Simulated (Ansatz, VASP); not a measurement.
One calculation of PIr, two programs

```
CELL_PARAMETERS angstrom
0.00000 2.46480 2.46480
2.46480 0.00000 2.46480
2.46480 2.46480 0.00000
ATOMIC_POSITIONS crystal
Ir 0.00000 0.00000 0.00000
P 0.50000 0.50000 0.50000
```

Alike in both runs: task electric field gradients; functional r2SCAN; k mesh 13 × 13 × 13; occupations fermi-dirac, width 0.05 eV; no spin polarisation.

```csv
,VASP,Ansatz
version,VASP 6.6.1,Ansatz 0.2.0
potentials or method,"VASP PAW PBE potentials, release 64 (Ir, P)","PAW with Ansatz's default frozen-core files, scalar-relativistic"
plane-wave cutoff (eV),520,500
valence electrons in the cell,14,22
```

|  | VASP | Ansatz | Ansatz less VASP |
| --- | --- | --- | --- |
| pressure (GPa) | -2.0 | -2.9 | -0.90 |

VASP's potentials were made for PBE, not for r2SCAN. The functional is the same, so the differences come from potentials, cutoffs and numerics. VASP's potentials hold 14 valence electrons a cell and Ansatz's 22, so a difference there can come from the potentials and not from the codes.

Neither program's run includes spin-orbit coupling.
